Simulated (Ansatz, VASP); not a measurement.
**Two plane-wave programs on AlN**

```xyz
4
Lattice="2.8798 0.0000 0.0000 -1.4399 2.4940 0.0000 0.0000 0.0000 4.6165" Properties=species:S:1:pos:R:3 pbc="T T T"
Al    0.0000    1.6627    0.0080
Al    1.4399    0.8313    2.3163
N     0.0000    1.6627    1.7694
N     1.4399    0.8313    4.0777
```

Change from the starting cell: strain -0.080 along x and y, -0.080 along z, atoms carried along.

Alike in both runs: task single point; functional PBE; k mesh 12 × 12 × 6; occupations gaussian, width 0.05 eV; no spin polarisation.

|  | VASP | Ansatz |
| --- | --- | --- |
| version | VASP 6.6.1 | Ansatz 0.2.0 |
| potentials or method | VASP PAW PBE potentials, release 64 (Al, N), cutoff 520 eV | scalar-relativistic, plane waves, PAW |
| valence electrons in the cell | 16 | 16 |

Ansatz gave:

```
gap on the k mesh at the Fermi level (eV)                     : 5.13
least direct gap on the mesh (eV)                             : 6.37
pressure (GPa)                                                : 78.2
traceless stress, the component that is largest in VASP (GPa) : -3.69
rms of the force components (eV/Å)                            : 0.072
```

**Question.** Estimate VASP's values.

**Answer.** gap on the k mesh at the Fermi level (eV): 5.11; least direct gap on the mesh (eV): 6.40; pressure (GPa): 78.5; traceless stress, the component that is largest in VASP (GPa): -3.70; rms of the force components (eV/Å): 0.072.

Atom by atom the forces differ by 0.000 eV/Å (rms over components). Both programs put the cell under a high pressure, so it lies far from rest at this level. The functional is the same, so the differences come from potentials, cutoffs and numerics.

Noted on VASP's run: the cell as given lies far from equilibrium.
